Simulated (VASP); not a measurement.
# F (Fm-3m) in VASP: further runs, part 2 of 2

VASP 6.6.1. The steps go on from the part before.

## Step 4: Single point, PBE

This run uses another cell than the first one, of 10.35 Å³/atom.

INCAR

```
SYSTEM = F
PREC = Accurate ; ENCUT = 520
EDIFF = 1E-6 ; ISMEAR = -1
SIGMA = 0.06122561905347299 ; LREAL = .False.
LASPH = .True. ; NELM = 100
ALGO = Normal ; ISIF = 2
LWAVE = .False. ; LCHARG = .False.
GGA = PE ; NBANDS = 10
```

KPOINTS

```
regular mesh
0
Gamma
  54 54 54
  0 0 0
```

POSCAR

```
F
1.0
    0.0000000000      1.7295269291      1.7295269291
    1.7295269291      0.0000000000      1.7295269291
    1.7295269291      1.7295269291      0.0000000000
F
1
Direct
    0.0000000000      0.0000000000      0.0000000000
```

Potentials or basis: VASP PAW PBE potentials, release 64 (F).

On the command line:

```bash
cat potpaw_PBE.64/F/POTCAR > POTCAR
mpirun -np 1 vasp_std > vasp.out
```

OUTCAR:

```text
SYSTEM = F
   PREC = Accurate
   ENCUT = 520
   EDIFF = 1E-6
   ISMEAR = -1
   LREAL = .False.
   LASPH = .True.
   NELM = 100
   ISIF = 2
   GGA = PE

 ion  position               nearest neighbor table
   1  0.000  0.000  0.000-

  LATTYP: Found a face centered cubic cell.
 ALAT       =     3.4590538582

  Lattice vectors:

 A1 = (   0.0000000000,   1.7295269291,   1.7295269291)
 A2 = (   1.7295269291,   0.0000000000,   1.7295269291)
 A3 = (   1.7295269291,   1.7295269291,   0.0000000000)

Analysis of symmetry for initial positions (statically):
=====================================================================
 Subroutine PRICEL returns:
 Original cell was already a primitive cell.

 Routine SETGRP: Setting up the symmetry group for a
 face centered cubic supercell.

 Subroutine GETGRP returns: Found 48 space group operations
 (whereof 48 operations were pure point group operations)
 out of a pool of 48 trial point group operations.

The static configuration has the point symmetry O_h .

Analysis of symmetry for dynamics (positions and initial velocities):
=====================================================================
 Subroutine PRICEL returns:
 Original cell was already a primitive cell.

 Routine SETGRP: Setting up the symmetry group for a
 face centered cubic supercell.

 Subroutine GETGRP returns: Found 48 space group operations
 (whereof 48 operations were pure point group operations)
 out of a pool of 48 trial point group operations.

The dynamic configuration has the point symmetry O_h .

 Subroutine INISYM returns: Found 48 space group operations
 (whereof 48 operations are pure point group operations),
 and found     1 'primitive' translations

----------------------------------------------------------------------------------------

[... 111 lines left out ...]
  volume/ion in A,a.u.               =      10.35        69.82
  Fermi-wavevector in a.u.,A,eV,Ry     =   1.437155  2.715829 28.101658  2.065414
  Thomas-Fermi vector in A             =   2.556264
   LORBIT       =      0    0 simple, 1 ext, 2 COOP (PROOUT), +10 PAW based schemes
   GGA     = PE    functional components
   LHFCALC =     F    Hartree Fock is set to
   AEXX    =    0.0000 exact exchange contribution
   IVDW    =     0    specifies the selected vdW correction
   LEPSILON=     F    determine dielectric tensor
   LRPA    =     F    only Hartree local field effects (RPA)
 non-spin polarized calculation
  energy-cutoff  :      520.00
  volume of cell :       10.35
 maximum number of plane-waves:       295
   NGX =  9   NGY =  9   NGZ =  9

 number of electron       6.9999992 magnetization

 Free energy of the ion-electron system (eV)
  ---------------------------------------------------
  ext. energy  EPLUGINS =         0.00000000
  ---------------------------------------------------
  free energy    TOTEN  =        -0.78460393 eV

  energy without entropy =       -0.74942526  energy(sigma->0) =       -0.76701460

 E-fermi :  -3.7119     XC(G=0): -10.1853

 val. band max:       -3.7122182803   @ k =   0.4444   0.1481   0.0370
 cond. band min:      -3.7117936157   @ k =   0.3148   0.1481   0.0000
 fundamental gap:      0.0004246646
 Fermi energy:        -3.7119113476

 k-point     1 :       0.0000    0.0000    0.0000
  band No.  band energies     occupation
      1     -25.2310      2.00000
      2      -3.1980      0.00045
      3      -3.1980      0.00045
      4      -3.1980      0.00045
      5       9.8850      0.00000
      6      31.2122      0.00000
      7      31.2122      0.00000
      8      31.2122      0.00000
      9      35.1061      0.00000
     10      41.2556      0.00000
[... 287 lines left out ...]
 k-point    24 :       0.4259    0.0000    0.0000
  band No.  band energies     occupation
      1     -23.8191      2.00000
      2      -7.2443      2.00000
      3      -3.5676      0.17302
      4      -3.5676      0.17301
      5      15.8131      0.00000
      6      18.9725      0.00000
      7      29.3303      0.00000
      8      29.3303      0.00000
      9      33.5915      0.00000
     10      41.2705      0.00000

 [... further k-points ...]

------------------------ aborting loop because EDIFF is reached ----------------------------------------

  FORCE on cell =-STRESS in cart. coord.  units (eV):
  Direction    XX          YY          ZZ          XY          YZ          ZX
  --------------------------------------------------------------------------------------
  -------------------------------------------------------------------------------------
  Total       -0.0977446     -0.0977446     -0.0977446     -0.0000000      0.0000000     -0.0000000
  in kB      -15.1353077    -15.1353077    -15.1353077     -0.0000000      0.0000000     -0.0000000
  external PRESSURE =     -15.1353077 kB  Pullay stress =       0.0000000 kB

 VOLUME and BASIS-vectors are now :
 -----------------------------------------------------------------------------
  energy-cutoff  :      520.00
  volume of cell :       10.35
      direct lattice vectors                 reciprocal lattice vectors
     0.000000000  1.729526929  1.729526929    -0.289096395  0.289096395  0.289096395
     1.729526929  0.000000000  1.729526929     0.289096395 -0.289096395  0.289096395
     1.729526929  1.729526929  0.000000000     0.289096395  0.289096395 -0.289096395

 POSITION                                       TOTAL-FORCE (eV/Angst)
 -----------------------------------------------------------------------------------
      0.00000      0.00000      0.00000         0.000000      0.000000      0.000000
 -----------------------------------------------------------------------------------
    total drift:                               -0.000000      0.000000      0.000000

  FREE ENERGIE OF THE ION-ELECTRON SYSTEM (eV)
  ---------------------------------------------------
  free  energy   TOTEN  =        -0.7846039306 eV

  energy  without entropy=       -0.7494252610  energy(sigma->0) =       -0.76701460
```

stdout:

```text
POSCAR found type information on POSCAR F
 POSCAR found :  1 types and       1 ions
 scaLAPACK will be used
 LDA part: xc-table for (Slater+PW92), standard interpolation
 POSCAR, INCAR and KPOINTS ok, starting setup
 FFT: planning ... GRIDC
 FFT: planning ... GRID_SOFT
 FFT: planning ... GRID
 WAVECAR not read
 entering main loop
```

Wall time 7.5 min (1 thread of Oxide Virtual Turin-like, shared host); peak memory 0.37 GiB.

Results:

| Item | Value |
| --- | --- |
| Free energy | -0.7846 eV |
| Pressure | -1.5 GPa |
| Band gap on the k mesh | zero (an odd number of electrons rules out a gap without spin polarisation) |

Levels at points of the mesh, in eV from the Fermi level:
```csv
k point,band 1,band 2,band 3,band 4,band 5,band 6,band 7,band 8,band 9
"(0.00, 0.00, 0.00)",-21.52,0.51,0.51,0.51,13.60,34.92,34.92,34.92,38.82
"(0.50, 0.00, 0.00)",-20.02,-3.74,0.12,0.12,20.45,21.66,32.86,32.86,37.22
"(0.50, 0.50, 0.00)",-19.55,-3.22,-0.73,-0.73,18.99,24.24,25.10,35.66,35.66
```

Caveat: an odd number of electrons without spin polarisation forces a metal; a magnetic or distorted state may lie lower.

## Step 5: Single point, PBE

This run uses another cell than the first one, of 10.55 Å³/atom.

INCAR

```
SYSTEM = F
  PREC = Accurate
  ENCUT = 520
  EDIFF = 1E-6
  ISMEAR = -1
  SIGMA = 0.06122561905347299
  LREAL = .FALSE.
  LASPH = .TRUE.
  NELM = 80
  ALGO = Normal
  ISIF = 2
  LWAVE = .FALSE.
  LCHARG = .TRUE.
  GGA = PE
  LELF = .TRUE.
  LVHAR = .TRUE.
  NBANDS = 10
```

KPOINTS

```
regular mesh
0
G
  54 54 54
  0 0 0
```

POSCAR

```
F
1.0
    0.0000000000      1.7407579382      1.7407579382
    1.7407579382      0.0000000000      1.7407579382
    1.7407579382      1.7407579382      0.0000000000
F
1
Direct
    0.0000000000      0.0000000000      0.0000000000
```

Potentials or basis: VASP PAW PBE potentials, release 64 (F).

On the command line:

```bash
cat potpaw_PBE.64/F/POTCAR > POTCAR
mpirun -np 1 vasp_std > vasp.out
```

OUTCAR:

```text
SYSTEM = F
   PREC = Accurate
   ENCUT = 520
   EDIFF = 1E-6
   ISMEAR = -1
   LREAL = .FALSE.
   LASPH = .TRUE.
   NELM = 80
   ISIF = 2
   GGA = PE

 ion  position               nearest neighbor table
   1  0.000  0.000  0.000-

  LATTYP: Found a face centered cubic cell.
 ALAT       =     3.4815158764

  Lattice vectors:

 A1 = (   0.0000000000,   1.7407579382,   1.7407579382)
 A2 = (   1.7407579382,   0.0000000000,   1.7407579382)
 A3 = (   1.7407579382,   1.7407579382,   0.0000000000)

Analysis of symmetry for initial positions (statically):
=====================================================================
 Subroutine PRICEL returns:
 Original cell was already a primitive cell.

 Routine SETGRP: Setting up the symmetry group for a
 face centered cubic supercell.

 Subroutine GETGRP returns: Found 48 space group operations
 (whereof 48 operations were pure point group operations)
 out of a pool of 48 trial point group operations.

The static configuration has the point symmetry O_h .

Analysis of symmetry for dynamics (positions and initial velocities):
=====================================================================
 Subroutine PRICEL returns:
 Original cell was already a primitive cell.

 Routine SETGRP: Setting up the symmetry group for a
 face centered cubic supercell.

 Subroutine GETGRP returns: Found 48 space group operations
 (whereof 48 operations were pure point group operations)
 out of a pool of 48 trial point group operations.

The dynamic configuration has the point symmetry O_h .

 Subroutine INISYM returns: Found 48 space group operations
 (whereof 48 operations are pure point group operations),
 and found     1 'primitive' translations

----------------------------------------------------------------------------------------

                                     Primitive cell

  volume of cell :      10.5498

  direct lattice vectors                    reciprocal lattice vectors
     0.000000000  1.740757938  1.740757938    -0.287231205  0.287231205  0.287231205
     1.740757938  0.000000000  1.740757938     0.287231205 -0.287231205  0.287231205
     1.740757938  1.740757938  0.000000000     0.287231205  0.287231205 -0.287231205

  length of vectors
     2.461803485  2.461803485  2.461803485     0.497499040  0.497499040  0.497499040

  position of ions in fractional coordinates (direct lattice)
     0.000000000  0.000000000  0.000000000

  ion indices of the primitive-cell ions
   primitive index   ion index
                 1           1

----------------------------------------------------------------------------------------

 KPOINTS: regular mesh

Automatic generation of k-mesh.
 Grid dimensions read from file:
 generate k-points for:   54   54   54

 Generating k-lattice:

  Cartesian coordinates                     Fractional coordinates (reciprocal lattice)
    -0.005319096  0.005319096  0.005319096     0.018518519  0.000000000  0.000000000
     0.005319096 -0.005319096  0.005319096     0.000000000  0.018518519  0.000000000
     0.005319096  0.005319096 -0.005319096     0.000000000  0.000000000  0.018518519

  Length of vectors
     0.009212945  0.009212945  0.009212945

  Shift w.r.t. Gamma in fractional coordinates (k-lattice)
     0.000000000  0.000000000  0.000000000

 Subroutine IBZKPT returns following result:
 ===========================================

 Found   3864 irreducible k-points:

 Following reciprocal coordinates:
            Coordinates               Weight
  0.000000  0.000000  0.000000      1.000000
  0.018519  0.000000  0.000000      8.000000
  0.037037  0.000000  0.000000      8.000000
  0.055556  0.000000  0.000000      8.000000
  0.074074  0.000000  0.000000      8.000000
  0.092593  0.000000  0.000000      8.000000
[... 16 lines left out ...]
  0.407407  0.000000  0.000000      8.000000
  0.425926  0.000000  0.000000      8.000000
 [... further k-points ...]
   k-points           NKPTS =   3864   k-points in BZ     NKDIM =   3864   number of bands    NBANDS=     10
   number of dos      NEDOS =    301   number of ions     NIONS =      1
   total plane-waves  NPLWV =   5832
   dimension x,y,z NGX =    18 NGY =   18 NGZ =   18
   dimension x,y,z NGXF=    36 NGYF=   36 NGZF=   36
   ions per type =               1
   NGX,Y,Z   is equivalent  to a cutoff of  12.16, 12.16, 12.16 a.u.
   NGXF,Y,Z  is equivalent  to a cutoff of  24.31, 24.31, 24.31 a.u.
 SYSTEM =  F
   PREC   = accura    normal or accurate (medium, high low for compatibility)
   ISTART =      0    job   : 0-new  1-cont  2-samecut
   ICHARG =      2    charge: 1-file 2-atom 10-const
   ISPIN  =      1    spin polarized calculation?
   LNONCOLLINEAR =      F non collinear calculations
   LSORBIT =      F    spin-orbit coupling
   LASPH  =      T    aspherical Exc in radial PAW
   ENCUT  =  520.0 eV  38.22 Ry    6.18 a.u.   4.58  4.58  4.58*2*pi/ulx,y,z
   NELM   =     80;   NELMIN=  2; NELMDL= -5     # of ELM steps
   EDIFF  = 0.1E-05   stopping-criterion for ELM
   LREAL  =      F    real-space projection
   EDIFFG = 0.1E-04   stopping-criterion for IOM
   NSW    =      0    number of steps for IOM
   IBRION =     -1    ionic relax: 0-MD 1-quasi-New 2-CG
   NFREE  =      0    steps in history (QN), initial steepest desc. (CG)
   ISIF   =      2    stress and relaxation
   ISYM   =      2    0-nonsym 1-usesym 2-fastsym
   POTIM  = 0.5000    time-step for ionic-motion
   TEBEG  =    0.0;   TEEND  =   0.0 temperature during run
   PSTRESS=    0.0 pullay stress
   NELECT =       7.0000    total number of electrons
   NUPDOWN=      -1.0000    fix difference up-down
   EMIN   =  10.00;   EMAX   =-10.00  energy-range for DOS
   EFERMI =   0.00;   METHOD = LEGACY
   ISMEAR =    -1;   SIGMA  =   0.06  broadening in eV -4-tet -1-fermi 0-gaus
   EFERMI_NEDOS =   21; number of points for ismear=-14 and -15
   IALGO  =     38    algorithm
   IMIX   =      4    mixing-type and parameters
     AMIX     =   0.40;   BMIX     =  1.00
     AMIX_MAG =   1.60;   BMIX_MAG =  1.00
  volume/ion in A,a.u.               =      10.55        71.19
  Fermi-wavevector in a.u.,A,eV,Ry     =   1.427882  2.698307 27.740216  2.038848
  Thomas-Fermi vector in A             =   2.548004
   LORBIT       =      0    0 simple, 1 ext, 2 COOP (PROOUT), +10 PAW based schemes
   GGA     = PE    functional components
   LHFCALC =     F    Hartree Fock is set to
   AEXX    =    0.0000 exact exchange contribution
   IVDW    =     0    specifies the selected vdW correction
   LEPSILON=     F    determine dielectric tensor
   LRPA    =     F    only Hartree local field effects (RPA)
 non-spin polarized calculation
  energy-cutoff  :      520.00
  volume of cell :       10.55
 maximum number of plane-waves:       298
   NGX =  9   NGY =  9   NGZ =  9

 number of electron       6.9999986 magnetization

 Free energy of the ion-electron system (eV)
  ---------------------------------------------------
  ext. energy  EPLUGINS =         0.00000000
  ---------------------------------------------------
  free energy    TOTEN  =        -0.78300990 eV

  energy without entropy =       -0.74679995  energy(sigma->0) =       -0.76490492

 E-fermi :  -3.8781     XC(G=0): -10.0797

 val. band max:       -3.8781497846   @ k =  -0.4630   0.1481   0.0556
 cond. band min:      -3.8779294371   @ k =   0.3148   0.1481   0.0000
 fundamental gap:      0.0002203475
 Fermi energy:        -3.8781349154

 k-point     1 :       0.0000    0.0000    0.0000
  band No.  band energies     occupation
      1     -25.2890      2.00000
      2      -3.3802      0.00059
      3      -3.3802      0.00059
      4      -3.3802      0.00059
      5       9.5633      0.00000
      6      30.8112      0.00000
      7      30.8112      0.00000
      8      30.8112      0.00000
      9      34.6552      0.00000
     10      40.7214      0.00000
[... 287 lines left out ...]
 k-point    24 :       0.4259    0.0000    0.0000
  band No.  band energies     occupation
      1     -23.9409      2.00000
      2      -7.3029      2.00000
      3      -3.7388      0.18639
      4      -3.7388      0.18638
      5      15.4719      0.00000
      6      18.6226      0.00000
      7      28.9517      0.00000
      8      28.9517      0.00000
      9      33.1473      0.00000
     10      40.6708      0.00000

 [... further k-points ...]

------------------------ aborting loop because EDIFF is reached ----------------------------------------

  FORCE on cell =-STRESS in cart. coord.  units (eV):
  Direction    XX          YY          ZZ          XY          YZ          ZX
  --------------------------------------------------------------------------------------
  -------------------------------------------------------------------------------------
  Total       -0.1530752     -0.1530752     -0.1530752      0.0000000      0.0000000     -0.0000000
  in kB      -23.2471820    -23.2471820    -23.2471820      0.0000000      0.0000000     -0.0000000
  external PRESSURE =     -23.2471820 kB  Pullay stress =       0.0000000 kB

 VOLUME and BASIS-vectors are now :
 -----------------------------------------------------------------------------
  energy-cutoff  :      520.00
  volume of cell :       10.55
      direct lattice vectors                 reciprocal lattice vectors
     0.000000000  1.740757938  1.740757938    -0.287231205  0.287231205  0.287231205
     1.740757938  0.000000000  1.740757938     0.287231205 -0.287231205  0.287231205
     1.740757938  1.740757938  0.000000000     0.287231205  0.287231205 -0.287231205

 POSITION                                       TOTAL-FORCE (eV/Angst)
 -----------------------------------------------------------------------------------
      0.00000      0.00000      0.00000        -0.000000     -0.000000      0.000000
 -----------------------------------------------------------------------------------
    total drift:                                0.000000     -0.000000      0.000000

  FREE ENERGIE OF THE ION-ELECTRON SYSTEM (eV)
  ---------------------------------------------------
  free  energy   TOTEN  =        -0.7830099006 eV

  energy  without entropy=       -0.7467999494  energy(sigma->0) =       -0.76490492
```

OSZICAR:

```text
N       E                     dE             d eps       ncg     rms          rms(c)
DAV:   1     0.134909133592E+02    0.13491E+02   -0.36887E+03 82730   0.604E+02
DAV:   2    -0.663046025961E+00   -0.14154E+02   -0.13843E+02 87714   0.117E+02
DAV:   3    -0.782822949268E+00   -0.11978E+00   -0.11824E+00 89472   0.889E+00
DAV:   4    -0.782934305471E+00   -0.11136E-03   -0.11135E-03 85160   0.353E-01
DAV:   5    -0.782934496716E+00   -0.19125E-06   -0.19105E-06 88118   0.132E-02    0.154E-01
DAV:   6    -0.782907898454E+00    0.26598E-04   -0.89988E-04 86628   0.210E-01    0.777E-02
DAV:   7    -0.782991598921E+00   -0.83700E-04   -0.95997E-05 87086   0.742E-02    0.386E-02
DAV:   8    -0.783008017546E+00   -0.16419E-04   -0.21972E-05 85354   0.467E-02    0.139E-03
DAV:   9    -0.783009780907E+00   -0.17634E-05   -0.14284E-07 88414   0.347E-03    0.521E-04
DAV:  10    -0.783009900604E+00   -0.11970E-06   -0.81782E-08 79934   0.226E-03
   1 F= -.78300990E+00 E0= -.76490492E+00  d E =-.362100E-01
```

Wall time 8.8 min (1 thread of Oxide Virtual Turin-like, shared host); peak memory 0.38 GiB.

Results:

```
Free energy            : -0.7830 eV
Pressure               : -2.3 GPa
Band gap on the k mesh : zero (an odd number of electrons rules out a gap without spin polarisation)
```

Caveat: an odd number of electrons without spin polarisation forces a metal; a magnetic or distorted state may lie lower.

## Step 6: Overview

| cell | gap on the mesh (eV) | pressure (GPa) |
| --- | --- | --- |
| a = 2.477 Å, angles 60.0°, 1 atom | none | -3.0 |
| a = 2.430 Å, angles 60.0°, 1 atom | none | -0.6 |
| a = 2.446 Å, angles 60.0°, 1 atom | none | -1.5 |
| a = 2.462 Å, angles 60.0°, 1 atom | none | -2.3 |

Alike in all rows: task single point; level PBE; potentials or basis VASP PAW PBE potentials, release 64 (F); no spin polarisation; k mesh 54 × 54 × 54; cutoff (eV) 520; smearing fermi-dirac 0.0612256 eV.

Caveats: an odd number of electrons without spin polarisation forces a metal; a magnetic or distorted state may lie lower; the cell stands under tension (at least some runs).

Total energies depend on the potentials used, so only differences within one code and one set of settings carry meaning.
